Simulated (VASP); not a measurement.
## TiAl3: single point with PBEsol

The system is TiAl3.

```xyz
4
Lattice="3.9557 0.0000 0.0000 0.0000 3.9557 0.0000 0.0000 0.0000 3.9557" Properties=species:S:1:pos:R:3 pbc="T T T"
Ti    0.0000    0.0000    0.0000
Al    1.9778    1.9778    0.0000
Al    1.9778    0.0000    1.9778
Al    0.0000    1.9778    1.9778
```

* Program: VASP 6.6.1
* Task: single point
* Functional: PBEsol
* Potentials or basis: VASP PAW PBE potentials, release 64 (Ti_sv, Al)
* Cutoff: 520 eV
* k mesh: 8 × 8 × 8
* Occupations: gaussian, width 0.05 eV
* Spin: no spin polarisation

```yaml
Pressure: -0.6 GPa
```

Levels at points of the mesh, in eV from the Fermi level:
```
           k point  band 8  band 9  band 10  band 11  band 12  band 13
(0.00, 0.00, 0.00)   -2.14   -2.14    -2.14     0.17     0.17     0.17
(0.50, 0.00, 0.00)   -2.24   -2.18     0.41     0.76     0.76     0.95
(0.50, 0.50, 0.00)   -5.03   -1.24    -1.24     0.64     0.88     1.13
(0.50, 0.50, 0.50)   -4.96   -3.48    -3.48    -3.48     0.19     1.21
```

Wall time 23 s on 1 thread of AMD EPYC 7R43 64-Core Processor (Zen 3) (shared host), peak memory 0.15 GiB.

Caveat: the PAW data sets were made with another functional, which shifts forces and pressure a little.
